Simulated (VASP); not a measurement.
C, 4 atoms in the cell. Symmetry: P6_3/mmc, No. 194, hexagonal system. The conventional cell has a = 2.503 Å, b = 2.503 Å, c = 4.127 Å, α = 90.00°, β = 90.00°, γ = 120.00°. C (site symmetry 3m) has 4 C at 1.54 to 1.55 Å within 2.0 Å.  This cell differs from its parent crystal: strained cell.

```yaml
Program: VASP 6.6.1
Task: single point
Functional: r2SCAN
Potentials_or_basis: VASP PAW PBE potentials, release 64 (C)
Cutoff: 520 eV
k_mesh: 9 × 9 × 6
Occupations: gaussian, width 0.02 eV
Spin: no spin polarisation
Dipole_correction: no
Further_INCAR_settings: ALGO = Normal; EDIFF = 1e-06; NBANDS = 16
```

Potentials or basis: VASP PAW PBE potentials, release 64 (C).

Run with:

```bash
$ cat potpaw_PBE.64/C/POTCAR > POTCAR
$ cp INCAR.step1 INCAR
$ mpirun -np 1 vasp_std > vasp.out
$ cp INCAR.step2 INCAR
$ mpirun -np 1 vasp_std > vasp.out
```

Hardware: 1 thread of Intel(R) Xeon(R) 6975P-C (Granite Rapids), with other jobs on the host.

Q: Estimate the wall time of this run.

A: It took 30 s on 1 thread of Intel(R) Xeon(R) 6975P-C (Granite Rapids), on a shared host, peak memory 0.14 GiB. Counts: k points 48.
